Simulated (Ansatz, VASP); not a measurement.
**InSb3 in VASP and in Ansatz**

```xyz
4
Lattice="4.6694 0.1685 0.1685 0.1685 4.6694 0.1685 0.1685 0.1685 4.6694" Properties=species:S:1:pos:R:3 pbc="T T T"
In    0.0000    0.0000    0.0000
Sb    2.4190    0.1685    2.4190
Sb    0.1685    2.4190    2.4190
Sb    2.4190    2.4190    0.1685
```

Change from the starting cell: equal engineering shear yz, xz and xy +0.0700, equal normal strain along x, y and z -0.0300.

Alike in both runs: task single point; functional PBE; k mesh 8 × 8 × 8; occupations gaussian, width 0.15 eV; no spin polarisation.

|  | VASP | Ansatz |
| --- | --- | --- |
| version | VASP 6.6.1 | Ansatz 0.2.0 |
| potentials or method | VASP PAW PBE potentials, release 64 (In_d, Sb), cutoff 520 eV | scalar-relativistic, plane waves, PAW |
| valence electrons in the cell | 28 | 58 |

|  | VASP | Ansatz | Ansatz less VASP |
| --- | --- | --- | --- |
| gap on the k mesh at the Fermi level (eV) | none | none | - |
| pressure (GPa) | 6.6 | 6.7 | +0.07 |
| traceless stress, the component that is largest in VASP (GPa) | -1.83 | -1.83 | +0.006 |

A gap of «none» marks a metal or a gap that the smearing closes. VASP's potentials hold 28 valence electrons a cell and Ansatz's 58, so a difference there can come from the potentials and not from the codes.

Spin-orbit coupling is off throughout.
